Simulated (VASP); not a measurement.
Write the native input for VASP 6.6.1 that does the following.

```
Task                   : single point
Functional             : LDA
Potentials or basis    : VASP PAW LDA potentials, release 64 (Sb)
Cutoff                 : 500 eV
k mesh                 : 9 × 9 × 9
Occupations            : methfessel-paxton, width 0.05 eV
Spin                   : no spin polarisation
Dipole correction      : no
Further INCAR settings : ALGO = Normal; EDIFF = 1e-06; NBANDS = 8
```

The structure of Sb lies in POSCAR:

```
Sb
1.0
    3.1280786256      0.0000000000      0.0000000000
    0.0000000000      3.1280786256      0.0000000000
    0.0000000000      0.0000000000      3.1280786256
Sb
1
Direct
    0.0000000000      0.0000000000      0.0000000000
```

One way to write it, as run:

INCAR

```
  PREC = Accurate
  ENCUT = 500
  EDIFF = 1E-6
  ISMEAR = 1
  SIGMA = 0.05
  LREAL = False
  LASPH = True
  NELM = 120
  ALGO = Normal
  ISIF = 2
  LWAVE = False
  LCHARG = False
  NBANDS = 8
  GGA_COMPAT = False
```

KPOINTS

```
regular mesh
0
Gamma
  9 9 9
```

Potentials or basis: VASP PAW LDA potentials, release 64 (Sb).

Run with:

```sh
$ cat potpaw_LDA.64/Sb/POTCAR > POTCAR
$ mpirun -np 1 vasp_std > vasp.out
```

Results of the run:

* Pressure: -4.5 GPa

It used 6.5 s of CPU time on 1 thread of AMD EPYC 7R13 Processor (Zen 3) (shared host).
